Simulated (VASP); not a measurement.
# Rh (I4/mmm) in VASP: a series of runs

The runs below take Rh through single point, with LDA.

All numbers are computed with VASP 6.6.1; they aren't measurements. Logs are shortened: lines on timing, memory, paths and dates and some standing lists are left out, and cuts for length are marked.

### 1 The cell of the first run

It takes space group I4/mmm (No. 139, tetragonal). The conventional cell has a = 2.756 Å, b = 2.756 Å, c = 3.613 Å, α = 90.00°, β = 90.00°, γ = 90.00°. Within 3.5 Å of Rh (site symmetry 4/mmm) lie 12 Rh at 2.66 to 2.76 Å.

### 2 Single point, LDA (strain +0.025 along x and y, -0.050 along z)

Contents of INCAR:

```
SYSTEM = Rh
PREC     = Accurate       ! precision mode
ENCUT    = 520            ! plane-wave cutoff, eV
EDIFF    = 1E-6           ! SCF threshold, eV
ISMEAR   = 0              ! smearing method
SIGMA    = 0.15           ! smearing width, eV
LREAL    = .FALSE.        ! projectors in reciprocal space
LASPH    = .TRUE.         ! aspherical terms in the spheres
NELM     = 100            ! most SCF steps
ALGO     = Fast           ! electronic algorithm
ISIF     = 2              ! what is computed and relaxed
LWAVE    = .FALSE.        ! write WAVECAR
LCHARG   = .FALSE.        ! write CHGCAR
GGA      = CA             ! functional
NBANDS   = 14             ! bands
```

Contents of KPOINTS:

```
regular mesh
0
G
  22 22 22
  0 0 0
```

Contents of POSCAR:

```
Rh
1.0
    0.0000000000      1.9490887500      1.8064725000
    1.9490887500      0.0000000000      1.8064725000
    1.9490887500      1.9490887500      0.0000000000
Rh
1
Direct
    0.0000000000      0.0000000000      0.0000000000
```

Potentials or basis: VASP PAW LDA potentials, release 64 (Rh_pv).

Command:

```bash
cat potpaw_LDA.64/Rh_pv/POTCAR > POTCAR
mpirun -np 1 vasp_std > vasp.out
```

OUTCAR:

```text
SYSTEM = Rh
   PREC = Accurate
   ENCUT = 520
   EDIFF = 1E-6
   ISMEAR = 0
   LREAL = .FALSE.
   LASPH = .TRUE.
   NELM = 100
   ISIF = 2
   GGA = CA

 ion  position               nearest neighbor table
   1  0.000  0.000  0.000-

  LATTYP: Found a body centered tetragonal cell.
 ALAT       =     2.7564277445
 C/A-ratio  =     1.3107345212

  Lattice vectors:

 A1 = (   0.0000000000,  -1.9490887500,  -1.8064725000)
 A2 = (   0.0000000000,   1.9490887500,  -1.8064725000)
 A3 = (   1.9490887500,   0.0000000000,   1.8064725000)

Analysis of symmetry for initial positions (statically):
=====================================================================
 Subroutine PRICEL returns:
 Original cell was already a primitive cell.

 Routine SETGRP: Setting up the symmetry group for a
 body centered tetragonal supercell.

 Subroutine GETGRP returns: Found 16 space group operations
 (whereof 16 operations were pure point group operations)
 out of a pool of 16 trial point group operations.

The static configuration has the point symmetry D_4h.

Analysis of symmetry for dynamics (positions and initial velocities):
=====================================================================
 Subroutine PRICEL returns:
 Original cell was already a primitive cell.

 Routine SETGRP: Setting up the symmetry group for a
 body centered tetragonal supercell.

 Subroutine GETGRP returns: Found 16 space group operations
 (whereof 16 operations were pure point group operations)
 out of a pool of 16 trial point group operations.

The dynamic configuration has the point symmetry D_4h.

 Subroutine INISYM returns: Found 16 space group operations
 (whereof 16 operations are pure point group operations),
 and found     1 'primitive' translations

----------------------------------------------------------------------------------------

                                     Primitive cell

  volume of cell :      13.7254

  direct lattice vectors                    reciprocal lattice vectors
     0.000000000  1.949088750  1.806472500    -0.256530135  0.256530135  0.276782514
     1.949088750  0.000000000  1.806472500     0.256530135 -0.256530135  0.276782514
     1.949088750  1.949088750  0.000000000     0.256530135  0.256530135 -0.276782514

  length of vectors
     2.657496914  2.657496914  2.756427745     0.456315659  0.456315659  0.456315659

  position of ions in fractional coordinates (direct lattice)
     0.000000000  0.000000000  0.000000000

  ion indices of the primitive-cell ions
   primitive index   ion index
                 1           1

----------------------------------------------------------------------------------------

 KPOINTS: regular mesh

Automatic generation of k-mesh.
 Grid dimensions read from file:
 generate k-points for:   22   22   22

 Generating k-lattice:

  Cartesian coordinates                     Fractional coordinates (reciprocal lattice)
    -0.011660461  0.011660461  0.012581023     0.045454545  0.000000000  0.000000000
     0.011660461 -0.011660461  0.012581023     0.000000000  0.045454545  0.000000000
     0.011660461  0.011660461 -0.012581023     0.000000000  0.000000000  0.045454545

  Length of vectors
     0.020741621  0.020741621  0.020741621

  Shift w.r.t. Gamma in fractional coordinates (k-lattice)
     0.000000000  0.000000000  0.000000000

 Subroutine IBZKPT returns following result:
 ===========================================

 Found    834 irreducible k-points:

 Following reciprocal coordinates:
            Coordinates               Weight
  0.000000  0.000000  0.000000      1.000000
  0.045455  0.000000  0.000000      8.000000
  0.090909  0.000000  0.000000      8.000000
  0.136364  0.000000  0.000000      8.000000
  0.181818  0.000000  0.000000      8.000000
  0.227273  0.000000  0.000000      8.000000
[... 16 lines left out ...]
  0.500000  0.045455  0.000000      8.000000
 -0.454545  0.045455  0.000000      8.000000
 [... further k-points ...]
   k-points           NKPTS =    834   k-points in BZ     NKDIM =    834   number of bands    NBANDS=     14
   number of dos      NEDOS =    301   number of ions     NIONS =      1
   total plane-waves  NPLWV =   9600
   dimension x,y,z NGX =    20 NGY =   20 NGZ =   24
   dimension x,y,z NGXF=    40 NGYF=   40 NGZF=   48
   ions per type =               1
   NGX,Y,Z   is equivalent  to a cutoff of  12.51, 12.51, 14.47 a.u.
   NGXF,Y,Z  is equivalent  to a cutoff of  25.02, 25.02, 28.95 a.u.
 SYSTEM =  Rh
   PREC   = accura    normal or accurate (medium, high low for compatibility)
   ISTART =      0    job   : 0-new  1-cont  2-samecut
   ICHARG =      2    charge: 1-file 2-atom 10-const
   ISPIN  =      1    spin polarized calculation?
   LNONCOLLINEAR =      F non collinear calculations
   LSORBIT =      F    spin-orbit coupling
   LASPH  =      T    aspherical Exc in radial PAW
   ENCUT  =  520.0 eV  38.22 Ry    6.18 a.u.   4.94  4.94  5.13*2*pi/ulx,y,z
   NELM   =    100;   NELMIN=  2; NELMDL= -5     # of ELM steps
   EDIFF  = 0.1E-05   stopping-criterion for ELM
   LREAL  =      F    real-space projection
   EDIFFG = 0.1E-04   stopping-criterion for IOM
   NSW    =      0    number of steps for IOM
   IBRION =     -1    ionic relax: 0-MD 1-quasi-New 2-CG
   NFREE  =      0    steps in history (QN), initial steepest desc. (CG)
   ISIF   =      2    stress and relaxation
   ISYM   =      2    0-nonsym 1-usesym 2-fastsym
   POTIM  = 0.5000    time-step for ionic-motion
   TEBEG  =    0.0;   TEEND  =   0.0 temperature during run
   PSTRESS=    0.0 pullay stress
   NELECT =      15.0000    total number of electrons
   NUPDOWN=      -1.0000    fix difference up-down
   EMIN   =  10.00;   EMAX   =-10.00  energy-range for DOS
   EFERMI =   0.00;   METHOD = LEGACY
   ISMEAR =     0;   SIGMA  =   0.15  broadening in eV -4-tet -1-fermi 0-gaus
   EFERMI_NEDOS =   21; number of points for ismear=-14 and -15
   IALGO  =     68    algorithm
   IMIX   =      4    mixing-type and parameters
     AMIX     =   0.40;   BMIX     =  1.00
     AMIX_MAG =   1.60;   BMIX_MAG =  1.00
  volume/ion in A,a.u.               =      13.73        92.62
  Fermi-wavevector in a.u.,A,eV,Ry     =   1.686283  3.186612 38.688839  2.843549
  Thomas-Fermi vector in A             =   2.768975
   LORBIT       =      0    0 simple, 1 ext, 2 COOP (PROOUT), +10 PAW based schemes
   GGA     = CA    functional components
   LHFCALC =     F    Hartree Fock is set to
   AEXX    =    0.0000 exact exchange contribution
   IVDW    =     0    specifies the selected vdW correction
   LEPSILON=     F    determine dielectric tensor
   LRPA    =     F    only Hartree local field effects (RPA)
 non-spin polarized calculation
 RMM-DIIS sequential band-by-band and
 Gauss-broadening in eV      SIGMA  =   0.15
  energy-cutoff  :      520.00
  volume of cell :       13.73
 maximum number of plane-waves:       386
   NGX =  9   NGY =  9   NGZ = 11

 number of electron      15.0000004 magnetization

 Free energy of the ion-electron system (eV)
  ---------------------------------------------------
  ext. energy  EPLUGINS =         0.00000000
  ---------------------------------------------------
  free energy    TOTEN  =        -8.63809453 eV

  energy without entropy =       -8.62301439  energy(sigma->0) =       -8.63055446

 E-fermi :  11.7257     XC(G=0): -14.3614

 val. band max:       11.7239730361   @ k =  -0.3636   0.0455   0.1818
 cond. band min:      11.7264901826   @ k =  -0.4545   0.1364   0.2727
 fundamental gap:      0.0025171465
 Fermi energy:        11.7256872310

 k-point     1 :       0.0000    0.0000    0.0000
  band No.  band energies     occupation
      1     -34.4323      2.00000
      2     -34.4323      2.00000
      3     -34.3891      2.00000
      4       3.6994      2.00000
      5       8.4000      2.00000
      6       8.4000      2.00000
      7       9.1736      2.00000
      8      10.2447      2.00000
      9      11.1888      2.00000
     10      27.7928      0.00000
     11      32.0994      0.00000
     12      32.3351      0.00000
     13      32.3351      0.00000
     14      34.7921      0.00000

 k-point     2 :       0.0455    0.0000    0.0000
  band No.  band energies     occupation
      1     -34.4434      2.00000
      2     -34.4353      2.00000
      3     -34.3951      2.00000
      4       3.7837      2.00000
      5       8.3930      2.00000
      6       8.4328      2.00000
      7       9.1742      2.00000
      8      10.2344      2.00000
      9      11.1627      2.00000
     10      27.9146      0.00000
     11      32.0908      0.00000
     12      32.1288      0.00000
     13      32.4572      0.00000
     14      34.6083      0.00000

 k-point     3 :       0.0909    0.0000    0.0000
  band No.  band energies     occupation
      1     -34.4833      2.00000
      2     -34.4439      2.00000
      3     -34.4052      2.00000
      4       4.0294      2.00000
      5       8.3615      2.00000
      6       8.5195      2.00000
      7       9.1929      2.00000
      8      10.2171      2.00000
      9      11.0934      2.00000
     10      28.2532      0.00000
     11      31.3781      0.00000
     12      32.1011      0.00000
     13      32.8165      0.00000
     14      34.5702      0.00000
[... 324 lines left out ...]
 k-point    23 :       0.5000    0.0455    0.0000
  band No.  band energies     occupation
      1     -35.1662      2.00000
      2     -34.5810      2.00000
      3     -34.4787      2.00000
      4       5.6187      2.00000
      5       8.1981      2.00000
      6       8.9554      2.00000
      7      11.3603      1.99943
      8      12.5477      0.00000
      9      13.2094      0.00000
     10      20.3979      0.00000
     11      27.2518      0.00000
     12      32.1006      0.00000
     13      32.1008      0.00000
     14      33.5318      0.00000

 k-point    24 :      -0.4545    0.0455    0.0000
  band No.  band energies     occupation
      1     -35.1584      2.00000
      2     -34.5771      2.00000
      3     -34.4810      2.00000
      4       5.6297      2.00000
      5       8.2027      2.00000
      6       8.9539      2.00000
      7      11.3821      1.99880
      8      12.4343      0.00000
      9      13.0827      0.00000
     10      20.5962      0.00000
     11      27.2957      0.00000
     12      32.1008      0.00000
     13      32.3806      0.00000
     14      33.3878      0.00000

 [... further k-points ...]
[... 5 lines left out ...]
  --------------------------------------------------------------------------------------
  -------------------------------------------------------------------------------------
  Total       -1.2569872     -1.2569872      0.2052318      0.0000000     -0.0000000      0.0000000
  in kB     -146.7292985   -146.7292985     23.9569040      0.0000000     -0.0000000      0.0000000
  external PRESSURE =     -89.8338977 kB  Pullay stress =       0.0000000 kB

 VOLUME and BASIS-vectors are now :
 -----------------------------------------------------------------------------
  energy-cutoff  :      520.00
  volume of cell :       13.73
      direct lattice vectors                 reciprocal lattice vectors
     0.000000000  1.949088750  1.806472500    -0.256530135  0.256530135  0.276782514
     1.949088750  0.000000000  1.806472500     0.256530135 -0.256530135  0.276782514
     1.949088750  1.949088750  0.000000000     0.256530135  0.256530135 -0.276782514

 POSITION                                       TOTAL-FORCE (eV/Angst)
 -----------------------------------------------------------------------------------
      0.00000      0.00000      0.00000         0.000000      0.000000      0.000000
 -----------------------------------------------------------------------------------
    total drift:                                0.000000     -0.000000      0.000000

  FREE ENERGIE OF THE ION-ELECTRON SYSTEM (eV)
  ---------------------------------------------------
  free  energy   TOTEN  =        -8.6380945338 eV

  energy  without entropy=       -8.6230143916  energy(sigma->0) =       -8.63055446
```

It took 2.4 min on 1 thread of Intel Xeon Platinum 8259CL at 2.50GHz (Skylake/Cascade Lake), shared host; peak memory 0.25 GiB.

What came out:

| Item | Value |
| --- | --- |
| Free energy | -8.6381 eV |
| Pressure | -9.0 GPa |

Stress tensor (GPa, compression positive):
```
-14.67   0.00   0.00
  0.00 -14.67   0.00
  0.00   0.00   2.40
```

Levels at points of the mesh, in eV from the Fermi level:
```csv
k point,band 4,band 5,band 6,band 7,band 8,band 9,band 10,band 11
"(0.00, 0.00, 0.00)",-8.03,-3.33,-3.33,-2.55,-1.48,-0.54,16.07,20.37
"(0.50, 0.00, 0.00)",-6.17,-3.59,-2.70,0.37,0.73,0.82,8.66,15.38
"(0.50, 0.50, 0.00)",-6.34,-6.04,0.56,1.05,1.05,4.35,12.32,12.32
"(0.50, 0.00, 0.50)",-6.33,-5.91,0.54,0.65,1.29,2.70,11.57,13.33
```

Caveat: the cell differs from its parent crystal (strain +0.025 along x and y, -0.050 along z).

### 3 Single point, LDA (strain +0.025 along x and y, -0.025 along z)

Contents of INCAR:

```
SYSTEM = Rh
  PREC = Accurate
  ENCUT = 520
  EDIFF = 1E-7
  ISMEAR = 0
  SIGMA = 0.15
  LREAL = .False.
  LASPH = .True.
  NELM = 80
  ALGO = Fast
  ISIF = 2
  LWAVE = .False.
  LCHARG = .False.
  NBANDS = 14
```

Contents of KPOINTS:

```
regular mesh
0
Gamma
  22 22 22
  0 0 0
```

Contents of POSCAR:

```
Rh
1.0
    0.0000000000      1.9490887500      1.8540112500
    1.9490887500      0.0000000000      1.8540112500
    1.9490887500      1.9490887500      0.0000000000
Rh
1
Direct
    0.0000000000      0.0000000000      0.0000000000
```

Potentials or basis: VASP PAW LDA potentials, release 64 (Rh_pv).

Command:

```bash
cat potpaw_LDA.64/Rh_pv/POTCAR > POTCAR
mpirun -np 1 vasp_std > vasp.out
```

OUTCAR:

```text
SYSTEM = Rh
   PREC = Accurate
   ENCUT = 520
   EDIFF = 1E-7
   ISMEAR = 0
   LREAL = .False.
   LASPH = .True.
   NELM = 80
   ISIF = 2

 ion  position               nearest neighbor table
   1  0.000  0.000  0.000-

  LATTYP: Found a body centered tetragonal cell.
 ALAT       =     2.7564277445
 C/A-ratio  =     1.3452275349

  Lattice vectors:

 A1 = (   0.0000000000,  -1.9490887500,  -1.8540112500)
 A2 = (   0.0000000000,   1.9490887500,  -1.8540112500)
 A3 = (   1.9490887500,   0.0000000000,   1.8540112500)

Analysis of symmetry for initial positions (statically):
=====================================================================
 Subroutine PRICEL returns:
 Original cell was already a primitive cell.

 Routine SETGRP: Setting up the symmetry group for a
 body centered tetragonal supercell.

 Subroutine GETGRP returns: Found 16 space group operations
 (whereof 16 operations were pure point group operations)
 out of a pool of 16 trial point group operations.

The static configuration has the point symmetry D_4h.

Analysis of symmetry for dynamics (positions and initial velocities):
[... 172 lines left out ...]
      6       8.1148      2.00000
      7       8.6185      2.00000
      8       9.9934      2.00000
      9      10.6059      2.00000
     10      27.2756      0.00000
     11      31.6836      0.00000
     12      32.0099      0.00000
     13      32.0099      0.00000
     14      33.5312      0.00000
[... 377 lines left out ...]
      1     -35.5318      2.00000
      2     -34.9856      2.00000
      3     -34.9297      2.00000
      4       5.3647      2.00000
      5       8.0003      2.00000
      6       8.4406      2.00000
      7      10.9618      1.99445
      8      11.8558      0.00000
      9      12.6283      0.00000
     10      19.8196      0.00000
     11      26.8589      0.00000
     12      31.6843      0.00000
     13      31.8615      0.00000
     14      32.3551      0.00000

 [... further k-points ...]

------------------------ aborting loop because EDIFF is reached ----------------------------------------

  FORCE on cell =-STRESS in cart. coord.  units (eV):
  Direction    XX          YY          ZZ          XY          YZ          ZX
  --------------------------------------------------------------------------------------
  -------------------------------------------------------------------------------------
  Total       -1.7213503     -1.7213503     -0.7667495      0.0000000      0.0000000     -0.0000000
  in kB     -195.7826699   -195.7826699    -87.2084396      0.0000000      0.0000000     -0.0000000
  external PRESSURE =    -159.5912598 kB  Pullay stress =       0.0000000 kB

 VOLUME and BASIS-vectors are now :
 -----------------------------------------------------------------------------
  energy-cutoff  :      520.00
  volume of cell :       14.09
      direct lattice vectors                 reciprocal lattice vectors
     0.000000000  1.949088750  1.854011250    -0.256530135  0.256530135  0.269685526
     1.949088750  0.000000000  1.854011250     0.256530135 -0.256530135  0.269685526
     1.949088750  1.949088750  0.000000000     0.256530135  0.256530135 -0.269685526

 POSITION                                       TOTAL-FORCE (eV/Angst)
 -----------------------------------------------------------------------------------
      0.00000      0.00000      0.00000         0.000000      0.000000      0.000000
 -----------------------------------------------------------------------------------
    total drift:                               -0.000000      0.000000      0.000000

  FREE ENERGIE OF THE ION-ELECTRON SYSTEM (eV)
  ---------------------------------------------------
  free  energy   TOTEN  =        -8.6308967144 eV

  energy  without entropy=       -8.6152824353  energy(sigma->0) =       -8.62308957
```

Run time: 3.1 min. Hardware: 1 thread of Intel Xeon Platinum 8259CL at 2.50GHz (Skylake/Cascade Lake), shared host; peak memory 0.25 GiB.

What came out:

- Free energy: -8.6309 eV
- Pressure: -16.0 GPa

Stress tensor (GPa, compression positive):
```
-19.58   0.00   0.00
  0.00 -19.58   0.00
  0.00   0.00  -8.72
```

Caveat: the cell differs from its parent crystal (strain +0.025 along x and y, -0.025 along z).

[end of part 1 of 2]
